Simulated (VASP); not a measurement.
# ScRu3 (Pm-3m) in VASP: single point with LDA

Aim: the single point of ScRu3 with LDA.

All numbers are computed with VASP 6.6.1; they aren't measurements. Logs are shortened: lines on timing, memory, paths and dates and some standing lists are left out, and cuts for length are marked.

## (1) The cell of the first run

The structure is cubic, space group Pm-3m (No. 221). The conventional cell has a = 3.938 Å, b = 3.938 Å, c = 3.938 Å, α = 90.00°, β = 90.00°, γ = 90.00°. Within 3.7 Å of Sc (site symmetry m-3m) lie 12 Ru at 2.78 Å. Ru (site symmetry 4/mmm) has 4 Sc at 2.78 Å and 8 Ru at 2.78 Å within 3.7 Å.

## (2) Single point, LDA

Contents of INCAR:

```
ALGO = Normal
EDIFF = 1E-6
ENCUT = 500
GGA_COMPAT = F
ISIF = 2
ISMEAR = -1
LASPH = T
LCHARG = T
LELF = T
LREAL = F
LVHAR = T
LWAVE = F
NBANDS = 34
NELM = 120
PREC = Accurate
SIGMA = 0.1
```

Contents of KPOINTS:

```
k-points
0
Gamma
  5 5 5
```

Contents of POSCAR:

```
ScRu3
1.0
    3.9384370000      0.0000000000      0.0000000000
    0.0000000000      3.9384370000      0.0000000000
    0.0000000000      0.0000000000      3.9384370000
Sc Ru
1 3
Direct
    0.0000000000      0.0000000000      0.0000000000
    0.0000000000      0.5000000000      0.5000000000
    0.5000000000      0.0000000000      0.5000000000
    0.5000000000      0.5000000000      0.0000000000
```

Potentials or basis: VASP PAW LDA potentials, release 64 (Sc_sv, Ru_pv).

Run with:

```console
$ cat potpaw_LDA.64/Sc_sv/POTCAR potpaw_LDA.64/Ru_pv/POTCAR > POTCAR
$ mpirun -np 1 vasp_std > vasp.out
```

OUTCAR:

```text
EDIFF = 1E-6
   ENCUT = 500
   ISIF = 2
   ISMEAR = -1
   LASPH = T
   LREAL = F
   NELM = 120
   PREC = Accurate

 ion  position               nearest neighbor table
   1  0.000  0.000  0.000-   2 2.78   3 2.78   4 2.78   2 2.78   3 2.78   2 2.78   4 2.78   2 2.78
                             3 2.78   4 2.78   3 2.78   4 2.78
   2  0.000  0.500  0.500-   1 2.78   3 2.78   4 2.78   1 2.78   4 2.78   1 2.78   3 2.78   1 2.78
                             3 2.78   4 2.78   4 2.78   3 2.78
   3  0.500  0.000  0.500-   1 2.78   2 2.78   4 2.78   1 2.78   4 2.78   2 2.78   4 2.78   4 2.78
                             1 2.78   2 2.78   1 2.78   2 2.78
   4  0.500  0.500  0.000-   1 2.78   2 2.78   3 2.78   2 2.78   3 2.78   1 2.78   3 2.78   3 2.78
                             1 2.78   2 2.78   2 2.78   1 2.78

  LATTYP: Found a simple cubic cell.
 ALAT       =     3.9384370000

  Lattice vectors:

 A1 = (   3.9384370000,   0.0000000000,   0.0000000000)
 A2 = (   0.0000000000,   3.9384370000,   0.0000000000)
 A3 = (   0.0000000000,   0.0000000000,   3.9384370000)

Analysis of symmetry for initial positions (statically):
=====================================================================
 Subroutine PRICEL returns:
 Original cell was already a primitive cell.

 Routine SETGRP: Setting up the symmetry group for a
 simple cubic supercell.

 Subroutine GETGRP returns: Found 48 space group operations
 (whereof 48 operations were pure point group operations)
 out of a pool of 48 trial point group operations.

The static configuration has the point symmetry O_h .

Analysis of symmetry for dynamics (positions and initial velocities):
=====================================================================
 Subroutine PRICEL returns:
 Original cell was already a primitive cell.

 Routine SETGRP: Setting up the symmetry group for a
 simple cubic supercell.

 Subroutine GETGRP returns: Found 48 space group operations
 (whereof 48 operations were pure point group operations)
 out of a pool of 48 trial point group operations.

The dynamic configuration has the point symmetry O_h .

 Subroutine INISYM returns: Found 48 space group operations
 (whereof 48 operations are pure point group operations),
 and found     1 'primitive' translations

[... 77 lines left out ...]
   ISPIN  =      1    spin polarized calculation?
   LNONCOLLINEAR =      F non collinear calculations
   LSORBIT =      F    spin-orbit coupling
   LASPH  =      T    aspherical Exc in radial PAW
   ENCUT  =  500.0 eV  36.75 Ry    6.06 a.u.   7.18  7.18  7.18*2*pi/ulx,y,z
   NELM   =    120;   NELMIN=  2; NELMDL= -5     # of ELM steps
   EDIFF  = 0.1E-05   stopping-criterion for ELM
   LREAL  =      F    real-space projection
   EDIFFG = 0.1E-04   stopping-criterion for IOM
   NSW    =      0    number of steps for IOM
   IBRION =     -1    ionic relax: 0-MD 1-quasi-New 2-CG
   NFREE  =      0    steps in history (QN), initial steepest desc. (CG)
   ISIF   =      2    stress and relaxation
   ISYM   =      2    0-nonsym 1-usesym 2-fastsym
   POTIM  = 0.5000    time-step for ionic-motion
   TEBEG  =    0.0;   TEEND  =   0.0 temperature during run
   PSTRESS=    0.0 pullay stress
   NELECT =      53.0000    total number of electrons
   NUPDOWN=      -1.0000    fix difference up-down
   EMIN   =  10.00;   EMAX   =-10.00  energy-range for DOS
   EFERMI =   0.00;   METHOD = LEGACY
   ISMEAR =    -1;   SIGMA  =   0.10  broadening in eV -4-tet -1-fermi 0-gaus
   EFERMI_NEDOS =   21; number of points for ismear=-14 and -15
   IALGO  =     38    algorithm
   IMIX   =      4    mixing-type and parameters
     AMIX     =   0.40;   BMIX     =  1.00
     AMIX_MAG =   1.60;   BMIX_MAG =  1.00
  volume/ion in A,a.u.               =      15.27       103.06
  Fermi-wavevector in a.u.,A,eV,Ry     =   1.561383  2.950587 33.169889  2.437918
  Thomas-Fermi vector in A             =   2.664457
   LORBIT       =      0    0 simple, 1 ext, 2 COOP (PROOUT), +10 PAW based schemes
   GGA     = CA    functional components
   LHFCALC =     F    Hartree Fock is set to
   AEXX    =    0.0000 exact exchange contribution
   IVDW    =     0    specifies the selected vdW correction
   LEPSILON=     F    determine dielectric tensor
   LRPA    =     F    only Hartree local field effects (RPA)
 non-spin polarized calculation
  energy-cutoff  :      500.00
  volume of cell :       61.09
 maximum number of plane-waves:      1562
 NGX is ok and might be reduce to    30
   NGX = 15   NGY = 15   NGZ = 15

 number of electron      52.9999967 magnetization

 Free energy of the ion-electron system (eV)
  ---------------------------------------------------
  ext. energy  EPLUGINS =         0.00000000
  ---------------------------------------------------
  free energy    TOTEN  =       -38.78347070 eV

  energy without entropy =      -38.58898254  energy(sigma->0) =      -38.68622662

 E-fermi :   9.3909     XC(G=0): -13.3069

 val. band max:        9.3881936030   @ k =   0.4000   0.4000   0.0000
 cond. band min:       9.4076865988   @ k =   0.4000   0.2000   0.2000
 fundamental gap:      0.0194929959
 Fermi energy:         9.3908775358

 k-point     1 :       0.0000    0.0000    0.0000
  band No.  band energies     occupation
      1     -38.2069      2.00000
      2     -32.9481      2.00000
      3     -32.9481      2.00000
      4     -32.9481      2.00000
      5     -32.5661      2.00000
      6     -32.5661      2.00000
[... 359 lines left out ...]
     33      13.3533      0.00000
     34      13.3534      0.00000

------------------------ aborting loop because EDIFF is reached ----------------------------------------

  FORCE on cell =-STRESS in cart. coord.  units (eV):
  Direction    XX          YY          ZZ          XY          YZ          ZX
  --------------------------------------------------------------------------------------
  -------------------------------------------------------------------------------------
  Total       -5.2524720     -5.2524720     -5.2524720     -0.0000000     -0.0000000      0.0000000
  in kB     -137.7534931   -137.7534931   -137.7534931     -0.0000000     -0.0000000      0.0000000
  external PRESSURE =    -137.7534931 kB  Pullay stress =       0.0000000 kB

 VOLUME and BASIS-vectors are now :
 -----------------------------------------------------------------------------
  energy-cutoff  :      500.00
  volume of cell :       61.09
      direct lattice vectors                 reciprocal lattice vectors
     3.938437000  0.000000000  0.000000000     0.253907832  0.000000000  0.000000000
     0.000000000  3.938437000  0.000000000     0.000000000  0.253907832  0.000000000
     0.000000000  0.000000000  3.938437000     0.000000000  0.000000000  0.253907832

 POSITION                                       TOTAL-FORCE (eV/Angst)
 -----------------------------------------------------------------------------------
      0.00000      0.00000      0.00000         0.000000      0.000000      0.000000
      0.00000      1.96922      1.96922         0.000000      0.000000      0.000000
      1.96922      0.00000      1.96922         0.000000      0.000000      0.000000
      1.96922      1.96922      0.00000         0.000000      0.000000      0.000000
 -----------------------------------------------------------------------------------
    total drift:                                0.000000      0.000000     -0.000000

  FREE ENERGIE OF THE ION-ELECTRON SYSTEM (eV)
  ---------------------------------------------------
  free  energy   TOTEN  =       -38.7834707001 eV

  energy  without entropy=      -38.5889825370  energy(sigma->0) =      -38.68622662
```

stdout:

```text
POSCAR found type information on POSCAR ScRu
 POSCAR found :  2 types and       4 ions
 scaLAPACK will be used
 LDA part: xc-table for (Slater(with rela. corr.)+CA(PZ))
 , standard interpolation
 POSCAR, INCAR and KPOINTS ok, starting setup
 FFT: planning ... GRIDC
 FFT: planning ... GRID_SOFT
 FFT: planning ... GRID
 WAVECAR not read
 entering main loop
```

Run time: 19 s. Hardware: 1 thread of AMD EPYC 7R43 (Zen 3), shared host; peak memory 0.11 GiB.

What came out:

```yaml
Free_energy: -38.7835 eV
Pressure: -13.8 GPa
Band_gap_on_the_k_mesh: zero (an odd number of electrons rules out a gap without spin polarisation)
```

Caveat: the cell stands under tension.
